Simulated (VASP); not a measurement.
# InSb3 (Pmm2) in VASP: a series of runs

Runs on InSb3. Level: PBEsol. Tasks: single point.

Everything below comes from runs of VASP 6.6.1. Logs are shortened: lines on timing, memory, paths and dates and some standing lists are left out, and cuts for length are marked.

### 1 The cell of the first run

Symmetry: Pmm2, No. 25, orthorhombic system. The conventional cell has a = 4.728 Å, b = 4.728 Å, c = 4.728 Å, α = 90.00°, β = 90.00°, γ = 90.00°. Within 4.0 Å of In (site symmetry mm2) lie 12 Sb at 3.04 to 3.68 Å. Sb (site symmetry mm2) has 4 In at 3.04 to 3.68 Å and 8 Sb at 3.04 to 3.68 Å within 4.0 Å. Sb (site symmetry mm2) has 8 Sb at 3.04 to 3.68 Å and 4 In at 3.34 Å within 4.0 Å. Within 4.4 Å of Sb (site symmetry mm2) lie 4 In at 3.34 Å and 8 Sb at 3.34 to 3.37 Å.

### 2 Single point, PBEsol (atom 2 (Sb) moved -0.450 Å along Cartesian [1 0 0])

INCAR

```
SYSTEM = InSb3
PREC     = Accurate       ! precision mode
ENCUT    = 500            ! plane-wave cutoff, eV
EDIFF    = 1E-6           ! SCF threshold, eV
ISMEAR   = 0              ! smearing method
SIGMA    = 0.15           ! smearing width, eV
LREAL    = .False.        ! projectors in reciprocal space
LASPH    = .True.         ! aspherical terms in the spheres
NELM     = 120            ! most SCF steps
ALGO     = Normal         ! electronic algorithm
ISIF     = 2              ! what is computed and relaxed
LWAVE    = .False.        ! write WAVECAR
LCHARG   = .False.        ! write CHGCAR
GGA      = PS             ! functional
NBANDS   = 22             ! bands
GGA_COMPAT= .False.
```

KPOINTS

```
regular mesh
0
Gamma
  10 10 10
  0 0 0
```

POSCAR

```
InSb3
1.0
    4.7282366893      0.0000000000      0.0000000000
    0.0000000000      4.7282366893      0.0000000000
    0.0000000000      0.0000000000      4.7282366893
In Sb
1 3
Direct
    0.0000000000      0.0000000000      0.0000000000
    0.4048270995      0.0000000000      0.5000000000
    0.0000000000      0.5000000000      0.5000000000
    0.5000000000      0.5000000000      0.0000000000
```

Potentials or basis: VASP PAW PBE potentials, release 64 (In_d, Sb).

Launch:

```
> cat potpaw_PBE.64/In_d/POTCAR potpaw_PBE.64/Sb/POTCAR > POTCAR
> mpirun -np 1 vasp_std > vasp.out
```

OUTCAR:

```text
SYSTEM = InSb3
   PREC = Accurate
   ENCUT = 500
   EDIFF = 1E-6
   ISMEAR = 0
   LREAL = .False.
   LASPH = .True.
   NELM = 120
   ISIF = 2
   GGA = PS

 ion  position               nearest neighbor table
   1  0.000  0.000  0.000-   2 3.04   2 3.04   4 3.34   3 3.34   3 3.34   3 3.34   4 3.34   3 3.34
                             4 3.34   4 3.34   2 3.68   2 3.68
   2  0.405  0.000  0.500-   1 3.04   3 3.04   1 3.04   3 3.04   4 3.37   4 3.37   4 3.37   4 3.37
                             1 3.68   3 3.68   1 3.68   3 3.68
   3  0.000  0.500  0.500-   2 3.04   2 3.04   4 3.34   1 3.34   4 3.34   1 3.34   1 3.34   1 3.34
                             4 3.34   4 3.34   2 3.68   2 3.68
   4  0.500  0.500  0.000-   1 3.34   3 3.34   3 3.34   1 3.34   1 3.34   3 3.34   3 3.34   1 3.34
                             2 3.37   2 3.37   2 3.37   2 3.37

  LATTYP: Found a simple cubic cell.
 ALAT       =     4.7282366893

  Lattice vectors:

 A1 = (   4.7282366893,   0.0000000000,   0.0000000000)
 A2 = (   0.0000000000,   4.7282366893,   0.0000000000)
 A3 = (   0.0000000000,   0.0000000000,   4.7282366893)

Analysis of symmetry for initial positions (statically):
=====================================================================
 Subroutine PRICEL returns:
 Original cell was already a primitive cell.

 Routine SETGRP: Setting up the symmetry group for a
 simple cubic supercell.

 Subroutine GETGRP returns: Found  4 space group operations
 (whereof  4 operations were pure point group operations)
 out of a pool of 48 trial point group operations.

The static configuration has the point symmetry C_2v.

Analysis of symmetry for dynamics (positions and initial velocities):
=====================================================================
 Subroutine PRICEL returns:
 Original cell was already a primitive cell.

 Routine SETGRP: Setting up the symmetry group for a
 simple cubic supercell.

 Subroutine GETGRP returns: Found  4 space group operations
 (whereof  4 operations were pure point group operations)
 out of a pool of 48 trial point group operations.

The dynamic configuration has the point symmetry C_2v.

 Subroutine INISYM returns: Found  4 space group operations
 (whereof  4 operations are pure point group operations),
 and found     1 'primitive' translations

----------------------------------------------------------------------------------------

                                     Primitive cell

  volume of cell :     105.7055

  direct lattice vectors                    reciprocal lattice vectors
     4.728236689  0.000000000  0.000000000     0.211495334  0.000000000  0.000000000
     0.000000000  4.728236689  0.000000000     0.000000000  0.211495334  0.000000000
     0.000000000  0.000000000  4.728236689     0.000000000  0.000000000  0.211495334

  length of vectors
     4.728236689  4.728236689  4.728236689     0.211495334  0.211495334  0.211495334

  position of ions in fractional coordinates (direct lattice)
     0.000000000  0.000000000  0.000000000
     0.404827099  0.000000000  0.500000000
     0.000000000  0.500000000  0.500000000
     0.500000000  0.500000000  0.000000000

  ion indices of the primitive-cell ions
   primitive index   ion index
                 1           1
                 2           2
                 3           3
                 4           4

----------------------------------------------------------------------------------------

 KPOINTS: regular mesh

Automatic generation of k-mesh.
 Grid dimensions read from file:
 generate k-points for:   10   10   10

 Generating k-lattice:

  Cartesian coordinates                     Fractional coordinates (reciprocal lattice)
     0.021149533  0.000000000  0.000000000     0.100000000  0.000000000  0.000000000
     0.000000000  0.021149533  0.000000000     0.000000000  0.100000000  0.000000000
     0.000000000  0.000000000  0.021149533     0.000000000  0.000000000  0.100000000

  Length of vectors
     0.021149533  0.021149533  0.021149533

  Shift w.r.t. Gamma in fractional coordinates (k-lattice)
     0.000000000  0.000000000  0.000000000

 Subroutine IBZKPT returns following result:
 ===========================================

 Found    216 irreducible k-points:

 Following reciprocal coordinates:
            Coordinates               Weight
  0.000000  0.000000  0.000000      1.000000
  0.100000  0.000000  0.000000      2.000000
  0.000000  0.100000  0.000000      2.000000
  0.000000  0.000000  0.100000      2.000000
  0.200000  0.000000  0.000000      2.000000
  0.000000  0.200000  0.000000      2.000000
[... 16 lines left out ...]
 -0.100000  0.200000  0.000000      4.000000
 -0.200000  0.000000  0.100000      4.000000
 [... further k-points ...]
   k-points           NKPTS =    216   k-points in BZ     NKDIM =    216   number of bands    NBANDS=     22
   number of dos      NEDOS =    301   number of ions     NIONS =      4
   total plane-waves  NPLWV =  46656
   dimension x,y,z NGX =    36 NGY =   36 NGZ =   36
   dimension x,y,z NGXF=    72 NGYF=   72 NGZF=   72
   ions per type =               1   3
   NGX,Y,Z   is equivalent  to a cutoff of  12.66, 12.66, 12.66 a.u.
   NGXF,Y,Z  is equivalent  to a cutoff of  25.32, 25.32, 25.32 a.u.
 SYSTEM =  InSb3
   PREC   = accura    normal or accurate (medium, high low for compatibility)
   ISTART =      0    job   : 0-new  1-cont  2-samecut
   ICHARG =      2    charge: 1-file 2-atom 10-const
   ISPIN  =      1    spin polarized calculation?
   LNONCOLLINEAR =      F non collinear calculations
   LSORBIT =      F    spin-orbit coupling
   LASPH  =      T    aspherical Exc in radial PAW
   ENCUT  =  500.0 eV  36.75 Ry    6.06 a.u.   8.62  8.62  8.62*2*pi/ulx,y,z
   NELM   =    120;   NELMIN=  2; NELMDL= -5     # of ELM steps
   EDIFF  = 0.1E-05   stopping-criterion for ELM
   LREAL  =      F    real-space projection
   EDIFFG = 0.1E-04   stopping-criterion for IOM
   NSW    =      0    number of steps for IOM
   IBRION =     -1    ionic relax: 0-MD 1-quasi-New 2-CG
   NFREE  =      0    steps in history (QN), initial steepest desc. (CG)
   ISIF   =      2    stress and relaxation
   ISYM   =      2    0-nonsym 1-usesym 2-fastsym
   POTIM  = 0.5000    time-step for ionic-motion
   TEBEG  =    0.0;   TEEND  =   0.0 temperature during run
   PSTRESS=    0.0 pullay stress
   NELECT =      28.0000    total number of electrons
   NUPDOWN=      -1.0000    fix difference up-down
   EMIN   =  10.00;   EMAX   =-10.00  energy-range for DOS
   EFERMI =   0.00;   METHOD = LEGACY
   ISMEAR =     0;   SIGMA  =   0.15  broadening in eV -4-tet -1-fermi 0-gaus
   EFERMI_NEDOS =   21; number of points for ismear=-14 and -15
   IALGO  =     38    algorithm
   IMIX   =      4    mixing-type and parameters
     AMIX     =   0.40;   BMIX     =  1.00
     AMIX_MAG =   1.60;   BMIX_MAG =  1.00
  volume/ion in A,a.u.               =      26.43       178.33
  Fermi-wavevector in a.u.,A,eV,Ry     =   1.051385  1.986829 15.040012  1.105410
  Thomas-Fermi vector in A             =   2.186426
   LORBIT       =      0    0 simple, 1 ext, 2 COOP (PROOUT), +10 PAW based schemes
   GGA     = PS    functional components
   LHFCALC =     F    Hartree Fock is set to
   AEXX    =    0.0000 exact exchange contribution
   IVDW    =     0    specifies the selected vdW correction
   LEPSILON=     F    determine dielectric tensor
   LRPA    =     F    only Hartree local field effects (RPA)
 non-spin polarized calculation
 Gauss-broadening in eV      SIGMA  =   0.15
  energy-cutoff  :      500.00
  volume of cell :      105.71
 maximum number of plane-waves:      2730
   NGX = 17   NGY = 17   NGZ = 17

 number of electron      28.0000015 magnetization

 Free energy of the ion-electron system (eV)
  ---------------------------------------------------
  ext. energy  EPLUGINS =         0.00000000
  ---------------------------------------------------
  free energy    TOTEN  =       -15.95610443 eV

  energy without entropy =      -15.93552147  energy(sigma->0) =      -15.94581295

 E-fermi :   8.2844     XC(G=0): -10.3703

 val. band max:        8.2771929466   @ k =   0.4000   0.4000   0.2000
 cond. band min:       8.2877822156   @ k =  -0.2000   0.5000   0.0000
 fundamental gap:      0.0105892690
 Fermi energy:         8.2844108050

 k-point     1 :       0.0000    0.0000    0.0000
  band No.  band energies     occupation
      1      -6.2439      2.00000
      2      -6.2165      2.00000
      3      -6.2130      2.00000
      4      -6.2066      2.00000
      5      -6.1941      2.00000
      6      -4.3736      2.00000
[... 14 lines left out ...]
     21      13.4263      0.00000
     22      13.4524      0.00000

 k-point     2 :       0.1000    0.0000    0.0000
  band No.  band energies     occupation
      1      -6.2434      2.00000
      2      -6.2178      2.00000
      3      -6.2113      2.00000
      4      -6.2066      2.00000
      5      -6.1955      2.00000
      6      -4.3134      2.00000
[... 14 lines left out ...]
     21      13.4990      0.00000
     22      13.9386      0.00000

 k-point     3 :       0.0000    0.1000    0.0000
  band No.  band energies     occupation
      1      -6.2428      2.00000
      2      -6.2165      2.00000
      3      -6.2117      2.00000
      4      -6.2080      2.00000
      5      -6.1956      2.00000
      6      -4.3077      2.00000
[... 14 lines left out ...]
     21      13.3847      0.00000
     22      13.5764      0.00000
[... 476 lines left out ...]
 k-point    23 :      -0.1000    0.2000    0.0000
  band No.  band energies     occupation
      1      -6.2394      2.00000
      2      -6.2177      2.00000
      3      -6.2117      2.00000
      4      -6.2063      2.00000
      5      -6.2014      2.00000
      6      -4.0506      2.00000
[... 14 lines left out ...]
     21      13.6105      0.00000
     22      14.0277      0.00000

 k-point    24 :      -0.2000    0.0000    0.1000
  band No.  band energies     occupation
      1      -6.2412      2.00000
      2      -6.2225      2.00000
      3      -6.2080      2.00000
      4      -6.2061      2.00000
      5      -6.1990      2.00000
      6      -4.0731      2.00000
[... 14 lines left out ...]
     21      13.7293      0.00000
     22      13.9802      0.00000

 [... further k-points ...]

------------------------ aborting loop because EDIFF is reached ----------------------------------------

  FORCE on cell =-STRESS in cart. coord.  units (eV):
  Direction    XX          YY          ZZ          XY          YZ          ZX
  --------------------------------------------------------------------------------------
  -------------------------------------------------------------------------------------
  Total        0.4504011      1.5297779      1.3835081      0.0000000      0.0000000      0.0000000
  in kB        6.8267245     23.1868276     20.9698176      0.0000000      0.0000000      0.0000000
  external PRESSURE =      16.9944566 kB  Pullay stress =       0.0000000 kB

 VOLUME and BASIS-vectors are now :
 -----------------------------------------------------------------------------
  energy-cutoff  :      500.00
  volume of cell :      105.71
      direct lattice vectors                 reciprocal lattice vectors
     4.728236689  0.000000000  0.000000000     0.211495334  0.000000000  0.000000000
     0.000000000  4.728236689  0.000000000     0.000000000  0.211495334  0.000000000
     0.000000000  0.000000000  4.728236689     0.000000000  0.000000000  0.211495334

 POSITION                                       TOTAL-FORCE (eV/Angst)
 -----------------------------------------------------------------------------------
      0.00000      0.00000      0.00000        -0.621010      0.000000      0.000000
      1.91412      0.00000      2.36412         0.598621      0.000000      0.000000
      0.00000      2.36412      2.36412        -0.430660      0.000000      0.000000
      2.36412      2.36412      0.00000         0.453049      0.000000      0.000000
 -----------------------------------------------------------------------------------
    total drift:                                0.000233     -0.000000     -0.000000

  FREE ENERGIE OF THE ION-ELECTRON SYSTEM (eV)
  ---------------------------------------------------
  free  energy   TOTEN  =       -15.9561044270 eV

  energy  without entropy=      -15.9355214679  energy(sigma->0) =      -15.94581295
```

Run time: 5 min. Hardware: 1 thread of Oxide Virtual Turin-like, shared host; peak memory 0.51 GiB.

Results:

| Quantity | Value |
| --- | --- |
| Free energy | -15.9561 eV |
| Pressure | 1.7 GPa |
| Largest force | 0.621 eV/Å |
| Band gap on the k mesh | zero (bands 14 and 15 overlap by 4.66 eV) |

Forces in eV/Å, atoms in the order of the input:
```
In  -0.621  0.000  0.000
Sb   0.599  0.000  0.000
Sb  -0.431  0.000  0.000
Sb   0.453  0.000  0.000
```

Stress tensor (GPa, compression positive):
```
0.68 0.00 0.00
0.00 2.32 0.00
0.00 0.00 2.10
```

Caveat: the cell differs from its parent crystal (atom 2 (Sb) moved -0.450 Å along Cartesian [1 0 0]); the PAW data sets were made with another functional, which shifts forces and pressure a little; spin-orbit coupling is left out, which moves the levels of the heavy elements.

### 3 Single point, PBEsol (atom 2 (Sb) moved +0.360 Å along Cartesian [1 0 0])

INCAR

```
PREC = Accurate ; ENCUT = 500
EDIFF = 1E-6 ; ISMEAR = 0
SIGMA = 0.15 ; LREAL = F
LASPH = T ; NELM = 120
ALGO = Normal ; ISIF = 2
LWAVE = F ; LCHARG = T
GGA = PS ; LELF = T
LVHAR = T ; NBANDS = 22
GGA_COMPAT = F
```

KPOINTS

```
regular mesh
0
Gamma
  10 10 10
```

Edit POSCAR of step 2 so:

```diff
@@ -9,3 +9,3 @@
     0.0000000000      0.0000000000      0.0000000000
-    0.4048270995      0.0000000000      0.5000000000
+    0.5761383204      0.0000000000      0.5000000000
     0.0000000000      0.5000000000      0.5000000000
```

Potentials or basis: VASP PAW PBE potentials, release 64 (In_d, Sb).

Launch:

```
> cat potpaw_PBE.64/In_d/POTCAR potpaw_PBE.64/Sb/POTCAR > POTCAR
> mpirun -np 1 vasp_std > vasp.out
```

OUTCAR:

```text
PREC = Accurate
   ENCUT = 500
   EDIFF = 1E-6
   ISMEAR = 0
   LREAL = F
   LASPH = T
   NELM = 120
   ISIF = 2
   GGA = PS

 ion  position               nearest neighbor table
   1  0.000  0.000  0.000-   2 3.10   2 3.10   4 3.34   3 3.34   3 3.34   3 3.34   4 3.34   3 3.34
                             4 3.34   4 3.34   2 3.61   2 3.61
   2  0.576  0.000  0.500-   1 3.10   3 3.10   1 3.10   3 3.10   4 3.36   4 3.36   4 3.36   4 3.36
                             1 3.61   3 3.61   1 3.61   3 3.61
   3  0.000  0.500  0.500-   2 3.10   2 3.10   4 3.34   1 3.34   4 3.34   1 3.34   1 3.34   1 3.34
                             4 3.34   4 3.34   2 3.61   2 3.61
   4  0.500  0.500  0.000-   1 3.34   3 3.34   3 3.34   1 3.34   1 3.34   3 3.34   3 3.34   1 3.34
                             2 3.36   2 3.36   2 3.36   2 3.36

  LATTYP: Found a simple cubic cell.
 ALAT       =     4.7282366893

  Lattice vectors:

 A1 = (   4.7282366893,   0.0000000000,   0.0000000000)
 A2 = (   0.0000000000,   4.7282366893,   0.0000000000)
 A3 = (   0.0000000000,   0.0000000000,   4.7282366893)

Analysis of symmetry for initial positions (statically):
[... 172 lines left out ...]
  ---------------------------------------------------
  free energy    TOTEN  =       -16.00254097 eV

  energy without entropy =      -15.98364189  energy(sigma->0) =      -15.99309143

 E-fermi :   8.2753     XC(G=0): -10.3796

 val. band max:        8.2739274765   @ k =   0.5000   0.0000   0.4000
 cond. band min:       8.2764571165   @ k =   0.0000   0.3000   0.3000
 fundamental gap:      0.0025296400
 Fermi energy:         8.2752754278

 k-point     1 :       0.0000    0.0000    0.0000
  band No.  band energies     occupation
      1      -6.2156      2.00000
      2      -6.1957      2.00000
      3      -6.1911      2.00000
      4      -6.1849      2.00000
      5      -6.1762      2.00000
      6      -4.3276      2.00000
[... 589 lines left out ...]
     21      13.7266      0.00000
     22      13.9812      0.00000

 [... further k-points ...]
[... 5 lines left out ...]
  --------------------------------------------------------------------------------------
  -------------------------------------------------------------------------------------
  Total        0.2683732      0.9668778      0.8946678      0.0000000      0.0000000      0.0000000
  in kB        4.0677300     14.6549575     13.5604704      0.0000000      0.0000000      0.0000000
  external PRESSURE =      10.7610526 kB  Pullay stress =       0.0000000 kB

 VOLUME and BASIS-vectors are now :
 -----------------------------------------------------------------------------
  energy-cutoff  :      500.00
  volume of cell :      105.71
      direct lattice vectors                 reciprocal lattice vectors
     4.728236689  0.000000000  0.000000000     0.211495334  0.000000000  0.000000000
     0.000000000  4.728236689  0.000000000     0.000000000  0.211495334  0.000000000
     0.000000000  0.000000000  4.728236689     0.000000000  0.000000000  0.211495334

 POSITION                                       TOTAL-FORCE (eV/Angst)
 -----------------------------------------------------------------------------------
      0.00000      0.00000      0.00000         0.477888      0.000000      0.000000
      2.72412      0.00000      2.36412        -0.438719      0.000000      0.000000
      0.00000      2.36412      2.36412         0.316654      0.000000      0.000000
      2.36412      2.36412      0.00000        -0.355823      0.000000      0.000000
 -----------------------------------------------------------------------------------
    total drift:                               -0.000277     -0.000000      0.000000

  FREE ENERGIE OF THE ION-ELECTRON SYSTEM (eV)
  ---------------------------------------------------
  free  energy   TOTEN  =       -16.0025409690 eV

  energy  without entropy=      -15.9836418898  energy(sigma->0) =      -15.99309143
```

OSZICAR:

```text
N       E                     dE             d eps       ncg     rms          rms(c)
DAV:   1     0.187498189236E+03    0.18750E+03   -0.10789E+04  9504   0.116E+03
DAV:   2     0.155588785628E+00   -0.18734E+03   -0.18056E+03 10414   0.291E+02
DAV:   3    -0.155100813596E+02   -0.15666E+02   -0.15103E+02 11810   0.862E+01
DAV:   4    -0.160367456940E+02   -0.52666E+00   -0.52456E+00 11070   0.165E+01
DAV:   5    -0.160606578727E+02   -0.23912E-01   -0.23910E-01 14262   0.366E+00    0.384E+00
DAV:   6    -0.160167644383E+02    0.43893E-01   -0.68789E-02 11776   0.370E+00    0.215E+00
DAV:   7    -0.160031952822E+02    0.13569E-01   -0.32166E-02 13250   0.190E+00    0.258E-01
DAV:   8    -0.160025634221E+02    0.63186E-03   -0.31560E-03 11316   0.676E-01    0.707E-02
DAV:   9    -0.160025413043E+02    0.22118E-04   -0.15832E-04 11742   0.957E-02    0.226E-02
DAV:  10    -0.160025413617E+02   -0.57330E-07   -0.11812E-05 12718   0.231E-02    0.765E-03
DAV:  11    -0.160025409690E+02    0.39267E-06   -0.66193E-07  7590   0.636E-03
   1 F= -.16002541E+02 E0= -.15993091E+02  d E =-.188991E-01
```

Run time: 4.5 min. Hardware: 1 thread of Oxide Virtual Turin-like, shared host; peak memory 0.5 GiB.

What came out:

```
Free energy            : -16.0025 eV
Pressure               : 1.1 GPa
Largest force          : 0.478 eV/Å
Band gap on the k mesh : zero (bands 14 and 15 overlap by 4.74 eV)
```

Forces on the atoms (eV/Å):
```
In   0.478  0.000  0.000
Sb  -0.439  0.000  0.000
Sb   0.317  0.000  0.000
Sb  -0.356  0.000  0.000
```

Caveat: the cell differs from its parent crystal (atom 2 (Sb) moved +0.360 Å along Cartesian [1 0 0]); the PAW data sets were made with another functional, which shifts forces and pressure a little; spin-orbit coupling is left out, which moves the levels of the heavy elements.

(Continued in part 2 of 2.)
